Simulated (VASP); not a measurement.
# Al2GaP3 (P4mm) in VASP: notebook

The runs below take Al2GaP3 through single point, with PBE.

All numbers are computed with VASP 6.6.1; they aren't measurements. Logs are shortened: lines on timing, memory, paths and dates and some standing lists are left out, and cuts for length are marked.

**1. The cell of the first run**

It takes space group P4mm (No. 99, tetragonal). The conventional cell has a = 3.604 Å, b = 3.604 Å, c = 7.889 Å, α = 90.00°, β = 90.00°, γ = 90.00°. Al (site symmetry 4mm) has 6 P at 2.55 to 2.77 Å within 3.4 Å. Al (site symmetry 4mm) has 5 P at 2.44 to 2.57 Å and 1 Ga at 2.92 Å within 3.2 Å. Within 3.3 Å of Ga (site symmetry 4mm) lie 5 P at 2.53 to 2.56 Å and 1 Al at 2.92 Å. P (site symmetry 4mm) has 1 P at 2.35 Å and 5 Al at 2.57 to 2.76 Å within 3.1 Å. Within 3.1 Å of P (site symmetry 4mm) lie 1 P at 2.35 Å and 4 Ga at 2.56 Å and 1 Al at 2.77 Å. P (site symmetry 4mm) has 5 Al at 2.44 to 2.55 Å and 1 Ga at 2.53 Å within 3.2 Å.

**2. Single point, PBE**

Contents of INCAR:

```
SYSTEM = Al2GaP3
ALGO = Normal
EDIFF = 1E-7
ENCUT = 520
GGA = PE
ISIF = 2
ISMEAR = 0
LASPH = .True.
LCHARG = .False.
LREAL = .False.
LWAVE = .False.
NBANDS = 26
NELM = 80
PREC = Accurate
SIGMA = 0.1
```

Contents of KPOINTS:

```
k-points
0
Gamma
  6 6 2
  0 0 0
```

Contents of POSCAR:

```
Al2GaP3
1.0
    3.6035970512      0.0000000000      0.0000000000
    0.0000000000      3.6035970512      0.0000000000
    0.0000000000      0.0000000000      7.8889187396
Al Ga P
2 1 3
Direct
    0.0000000000      0.0000000000      0.9139085175
    0.5000000000      0.5000000000      0.6056697473
    0.5000000000      0.5000000000      0.2359406412
    0.0000000000      0.0000000000      0.5638202063
    0.0000000000      0.0000000000      0.2654077798
    0.5000000000      0.5000000000      0.9152531180
```

Potentials or basis: VASP PAW PBE potentials, release 64 (Al, Ga_d, P).

Command:

```
> cat potpaw_PBE.64/Al/POTCAR potpaw_PBE.64/Ga_d/POTCAR potpaw_PBE.64/P/POTCAR > POTCAR
> mpirun -np 1 vasp_std > vasp.out
```

OUTCAR:

```text
SYSTEM = Al2GaP3
   EDIFF = 1E-7
   ENCUT = 520
   GGA = PE
   ISIF = 2
   ISMEAR = 0
   LASPH = .True.
   LREAL = .False.
   NELM = 80
   PREC = Accurate

 ion  position               nearest neighbor table
   1  0.000  0.000  0.914-   6 2.55   6 2.55   6 2.55   6 2.55   4 2.76   5 2.77
   2  0.500  0.500  0.606-   6 2.44   4 2.57   4 2.57   4 2.57   4 2.57   3 2.92
   3  0.500  0.500  0.236-   6 2.53   5 2.56   5 2.56   5 2.56   5 2.56   2 2.92
   4  0.000  0.000  0.564-   5 2.35   2 2.57   2 2.57   2 2.57   2 2.57   1 2.76
   5  0.000  0.000  0.265-   4 2.35   3 2.56   3 2.56   3 2.56   3 2.56   1 2.77
   6  0.500  0.500  0.915-   2 2.44   3 2.53   1 2.55   1 2.55   1 2.55   1 2.55

  LATTYP: Found a simple tetragonal cell.
 ALAT       =     3.6035970512
 C/A-ratio  =     2.1891789308

  Lattice vectors:

 A1 = (   3.6035970512,   0.0000000000,   0.0000000000)
 A2 = (   0.0000000000,   3.6035970512,   0.0000000000)
 A3 = (   0.0000000000,   0.0000000000,   7.8889187396)

Analysis of symmetry for initial positions (statically):
=====================================================================
 Subroutine PRICEL returns:
 Original cell was already a primitive cell.

 Routine SETGRP: Setting up the symmetry group for a
 simple tetragonal supercell.

 Subroutine GETGRP returns: Found  8 space group operations
 (whereof  8 operations were pure point group operations)
 out of a pool of 16 trial point group operations.

The static configuration has the point symmetry C_4v.

Analysis of symmetry for dynamics (positions and initial velocities):
=====================================================================
 Subroutine PRICEL returns:
 Original cell was already a primitive cell.

 Routine SETGRP: Setting up the symmetry group for a
 simple tetragonal supercell.

 Subroutine GETGRP returns: Found  8 space group operations
 (whereof  8 operations were pure point group operations)
 out of a pool of 16 trial point group operations.

The dynamic configuration has the point symmetry C_4v.

 Subroutine INISYM returns: Found  8 space group operations
 (whereof  8 operations are pure point group operations),
 and found     1 'primitive' translations

----------------------------------------------------------------------------------------

                                     Primitive cell

  volume of cell :     102.4448

  direct lattice vectors                    reciprocal lattice vectors
     3.603597051  0.000000000  0.000000000     0.277500505  0.000000000  0.000000000
[... 95 lines left out ...]
   ISIF   =      2    stress and relaxation
   ISYM   =      2    0-nonsym 1-usesym 2-fastsym
   POTIM  = 0.5000    time-step for ionic-motion
   TEBEG  =    0.0;   TEEND  =   0.0 temperature during run
   PSTRESS=    0.0 pullay stress
   NELECT =      34.0000    total number of electrons
   NUPDOWN=      -1.0000    fix difference up-down
   EMIN   =  10.00;   EMAX   =-10.00  energy-range for DOS
   EFERMI =   0.00;   METHOD = LEGACY
   ISMEAR =     0;   SIGMA  =   0.10  broadening in eV -4-tet -1-fermi 0-gaus
   EFERMI_NEDOS =   21; number of points for ismear=-14 and -15
   IALGO  =     38    algorithm
   IMIX   =      4    mixing-type and parameters
     AMIX     =   0.40;   BMIX     =  1.00
     AMIX_MAG =   1.60;   BMIX_MAG =  1.00
  volume/ion in A,a.u.               =      17.07       115.22
  Fermi-wavevector in a.u.,A,eV,Ry     =   1.133456  2.141920 17.479697  1.284721
  Thomas-Fermi vector in A             =   2.270158
   LORBIT       =      0    0 simple, 1 ext, 2 COOP (PROOUT), +10 PAW based schemes
   GGA     = PE    functional components
   LHFCALC =     F    Hartree Fock is set to
   AEXX    =    0.0000 exact exchange contribution
   IVDW    =     0    specifies the selected vdW correction
   LEPSILON=     F    determine dielectric tensor
   LRPA    =     F    only Hartree local field effects (RPA)
 non-spin polarized calculation
 Gauss-broadening in eV      SIGMA  =   0.10
  energy-cutoff  :      520.00
  volume of cell :      102.44
 maximum number of plane-waves:      2788
 NGX is ok and might be reduce to    28
   NGX = 13   NGY = 13   NGZ = 29

 number of electron      34.0000005 magnetization

 Free energy of the ion-electron system (eV)
  ---------------------------------------------------
  ext. energy  EPLUGINS =         0.00000000
  ---------------------------------------------------
  free energy    TOTEN  =       -27.41521526 eV

  energy without entropy =      -27.39953206  energy(sigma->0) =      -27.40737366

 E-fermi :   7.5283     XC(G=0): -10.4823

 val. band max:        7.5051056850   @ k =   0.3333   0.0000   0.5000
 cond. band min:       7.5293284897   @ k =   0.3333   0.3333   0.0000
 fundamental gap:      0.0242228047
 Fermi energy:         7.5283249434

 k-point     1 :       0.0000    0.0000    0.0000
  band No.  band energies     occupation
      1      -7.7975      2.00000
      2      -7.6374      2.00000
      3      -7.6281      2.00000
      4      -7.6281      2.00000
      5      -7.6246      2.00000
      6      -6.3496      2.00000
[... 569 lines left out ...]
     25      14.0694      0.00000
     26      15.8993      0.00000

------------------------ aborting loop because EDIFF is reached ----------------------------------------

  FORCE on cell =-STRESS in cart. coord.  units (eV):
  Direction    XX          YY          ZZ          XY          YZ          ZX
  --------------------------------------------------------------------------------------
  -------------------------------------------------------------------------------------
  Total        0.0319729      0.0319729     -0.1124634      0.0000000      0.0000000     -0.0000000
  in kB        0.5000372      0.5000372     -1.7588621      0.0000000      0.0000000     -0.0000000
  external PRESSURE =      -0.2529292 kB  Pullay stress =       0.0000000 kB

 VOLUME and BASIS-vectors are now :
 -----------------------------------------------------------------------------
  energy-cutoff  :      520.00
  volume of cell :      102.44
      direct lattice vectors                 reciprocal lattice vectors
     3.603597051  0.000000000  0.000000000     0.277500505  0.000000000  0.000000000
     0.000000000  3.603597051  0.000000000     0.000000000  0.277500505  0.000000000
     0.000000000  0.000000000  7.888918740     0.000000000  0.000000000  0.126760084

 POSITION                                       TOTAL-FORCE (eV/Angst)
 -----------------------------------------------------------------------------------
      0.00000      0.00000      7.20975        -0.000000     -0.000000      0.003614
      1.80180      1.80180      4.77808        -0.000000      0.000000      0.011384
      1.80180      1.80180      1.86132        -0.000000     -0.000000      0.007367
      0.00000      0.00000      4.44793         0.000000     -0.000000     -0.034849
      0.00000      0.00000      2.09378        -0.000000     -0.000000      0.030575
      1.80180      1.80180      7.22036        -0.000000     -0.000000     -0.018090
 -----------------------------------------------------------------------------------
    total drift:                                0.000000      0.000000      0.000475

  FREE ENERGIE OF THE ION-ELECTRON SYSTEM (eV)
  ---------------------------------------------------
  free  energy   TOTEN  =       -27.4152152636 eV

  energy  without entropy=      -27.3995320572  energy(sigma->0) =      -27.40737366
```

stdout:

```text
POSCAR found type information on POSCAR AlGaP
 POSCAR found :  3 types and       6 ions
 scaLAPACK will be used
 LDA part: xc-table for (Slater+PW92), standard interpolation
 POSCAR, INCAR and KPOINTS ok, starting setup
 FFT: planning ... GRIDC
 FFT: planning ... GRID_SOFT
 FFT: planning ... GRID
 WAVECAR not read
 entering main loop
```

Run time: 51 s. Hardware: 1 thread of Intel Xeon Platinum 8488C (Sapphire Rapids), shared host; peak memory 0.22 GiB.

Results:

| Item | Value |
| --- | --- |
| Free energy | -27.4152 eV |
| Pressure | 0.0 GPa |
| Largest force | 0.035 eV/Å |
| Band gap on the k mesh | zero (band 17 reaches 8.81 eV, above the bottom of band 18 at 4.82 eV) |

Forces on the atoms (eV/Å):
```
Al   0.000  0.000  0.004
Al   0.000  0.000  0.011
Ga   0.000  0.000  0.007
P    0.000  0.000 -0.035
P    0.000  0.000  0.031
P    0.000  0.000 -0.018
```

Stress tensor (GPa, compression positive):
```
 0.05  0.00  0.00
 0.00  0.05  0.00
 0.00  0.00 -0.18
```

Levels at points of the mesh, in eV from the Fermi level:
```csv
k point,band 14,band 15,band 16,band 17,band 18,band 19,band 20,band 21
"(0.00, 0.00, 0.00)",-1.71,-1.71,-1.31,-1.31,-0.41,-0.13,1.92,3.59
"(0.50, 0.00, 0.00)",-1.59,-1.24,-0.76,0.17,0.39,1.72,1.87,2.62
"(0.50, 0.50, 0.00)",-4.74,-4.48,-4.46,-4.46,-0.79,0.50,0.54,2.34
"(0.00, 0.00, 0.50)",-2.64,-2.02,-1.59,-0.55,-0.55,0.42,2.17,2.70
"(0.50, 0.00, 0.50)",-1.55,-1.22,0.02,1.29,1.90,1.97,2.18,2.18
"(0.50, 0.50, 0.50)",-3.98,-3.41,-3.41,-3.15,-2.71,-2.14,1.64,1.64
```

Caveat: the k points lie up to 0.40 Å⁻¹ apart.

**3. Single point, PBE**

This run uses another cell than the first one, of 19.00 Å³/atom, 1.113 times its volume.

Contents of INCAR:

```
SYSTEM = Al2GaP3
PREC     = Accurate       ! precision mode
ENCUT    = 520            ! plane-wave cutoff, eV
EDIFF    = 1E-6           ! SCF threshold, eV
ISMEAR   = 0              ! smearing method
SIGMA    = 0.1            ! smearing width, eV
LREAL    = .FALSE.        ! projectors in reciprocal space
LASPH    = .TRUE.         ! aspherical terms in the spheres
NELM     = 80             ! most SCF steps
ALGO     = Normal         ! electronic algorithm
ISIF     = 2              ! what is computed and relaxed
LWAVE    = .FALSE.        ! write WAVECAR
LCHARG   = .FALSE.        ! write CHGCAR
GGA      = PE             ! functional
NBANDS   = 26             ! bands
```

Contents of KPOINTS:

```
Automatic mesh
0
G
  6 6 2
  0 0 0
```

Contents of POSCAR:

```
Al2GaP3
1.0
    3.4052492400      0.0000000000      0.0000000000
    0.0000000000      3.4052492400      0.0000000000
    0.0000000000      0.0000000000      9.8286294600
Al Ga P
2 1 3
Direct
    0.0000000000      0.0000000000      0.9999432600
    0.5000000000      0.5000000000      0.5015775000
    0.5000000000      0.5000000000      0.1713354600
    0.0000000000      0.0000000000      0.6746923900
    0.0000000000      0.0000000000      0.3274696500
    0.5000000000      0.5000000000      0.8249817500
```

Potentials or basis: VASP PAW PBE potentials, release 64 (Al, Ga_d, P).

Command:

```
> cat potpaw_PBE.64/Al/POTCAR potpaw_PBE.64/Ga_d/POTCAR potpaw_PBE.64/P/POTCAR > POTCAR
> mpirun -np 1 vasp_std > vasp.out
```

Wall time 78 s (1 thread of Intel Xeon Platinum 8488C (Sapphire Rapids), shared host); peak memory 0.26 GiB.

It converged, with:

* Free energy: -24.1928 eV
* Pressure: -10.8 GPa
* Largest force: 0.847 eV/Å
* Band gap on the k mesh: zero (band 17 reaches 6.90 eV, above the bottom of band 18 at 4.46 eV)

Forces on the atoms (eV/Å):
```
Al   0.000  0.000 -0.847
Al   0.000  0.000 -0.013
Ga   0.000  0.000  0.565
P    0.000  0.000  0.564
P    0.000  0.000  0.177
P    0.000  0.000 -0.446
```

Stress tensor (GPa, compression positive):
```
-10.25   0.00   0.00
  0.00 -10.25   0.00
  0.00   0.00 -11.78
```

Levels at points of the mesh, in eV from the Fermi level:
```csv
k point,band 12,band 13,band 14,band 15,band 16,band 17,band 18,band 19,band 20,band 21
"(0.00, 0.00, 0.00)",-1.49,-1.49,-0.38,-0.25,-0.25,0.71,1.65,1.65,2.23,3.63
"(0.50, 0.00, 0.00)",-3.38,-2.92,-2.57,-1.98,0.67,0.76,1.18,2.04,2.65,3.14
"(0.50, 0.50, 0.00)",-4.08,-4.06,-3.12,-2.91,-2.50,-2.50,-0.81,-0.34,0.00,0.56
"(0.00, 0.00, 0.50)",-1.46,-1.46,-0.68,-0.34,-0.34,0.42,1.91,1.91,2.89,3.60
"(0.50, 0.00, 0.50)",-4.75,-4.55,-0.45,0.06,0.24,0.68,0.72,0.77,1.17,3.77
"(0.50, 0.50, 0.50)",-4.33,-4.22,-2.52,-2.32,-2.12,-1.68,-1.68,-1.48,-0.91,-0.91
```
